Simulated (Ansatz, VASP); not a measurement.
**AlN: VASP beside Ansatz**

File INCAR:

```
SYSTEM = AlN
PREC = Accurate ; ENCUT = 600
EDIFF = 1E-6 ; ISMEAR = -1
SIGMA = 0.1 ; LREAL = .False.
LASPH = .True. ; NELM = 100
ALGO = Normal ; ISIF = 3
LWAVE = .False. ; LCHARG = .False.
GGA = PE ; IBRION = 2
NSW = 60 ; EDIFFG = -0.005
```

KPOINTS

```
Automatic mesh
0
Gamma
  15 15 15
  0 0 0
```

File POSCAR:

```
AlN
1.0
    2.7144176166      0.0000000000      0.0000000000
    0.0000000000      2.7144176166      0.0000000000
    0.0000000000      0.0000000000      2.7144176166
Al N
1 1
Direct
    0.0000000000      0.0000000000      0.0000000000
    0.5000000000      0.5000000000      0.5000000000
```

Input for Ansatz:

```yaml
crystal:
  lattice:
    - [2.7144176166, 0.0, 0.0]
    - [0.0, 2.7144176166, 0.0]
    - [0.0, 0.0, 2.7144176166]
  atoms:
    - { symbol: Al, position: [0.0, 0.0, 0.0] }
    - { symbol: "N", position: [0.5, 0.5, 0.5] }
kpoints:
  mp_grid: { grid: [15, 15, 15] }
scf:
  occupations: { method: fermi_dirac, width: 0.1 }
hamiltonian:
  xc: pbe
  pseudopotentials: { kind: paw }
output:
  forces: true
  stress: true
relax:
  f_tol: 0.005
  max_steps: 40
  cell: {}
```

Alike in both runs: task relaxation of cell and atoms; functional PBE; k mesh 15 × 15 × 15; occupations fermi-dirac, width 0.1 eV; no spin polarisation.

|  | VASP | Ansatz |
| --- | --- | --- |
| version | VASP 6.6.1 | Ansatz 0.2.0 |
| potentials or method | VASP PAW PBE potentials, release 64 (Al, N) | PAW with Ansatz's default frozen-core files, scalar-relativistic |
| plane-wave cutoff (eV) | 600 | 420 |
| valence electrons in the cell | 8 | 8 |

VASP gave:

| Quantity | Value |
| --- | --- |
| relaxed volume (Å³/atom) | 8.92 |
| relaxed cell length with the largest relative difference (Å) | 2.613 |

**Question.** Estimate Ansatz's values.

**Answer.** Relaxed volume (Å³/atom): 8.94; relaxed cell length with the largest relative difference (Å): 2.614.
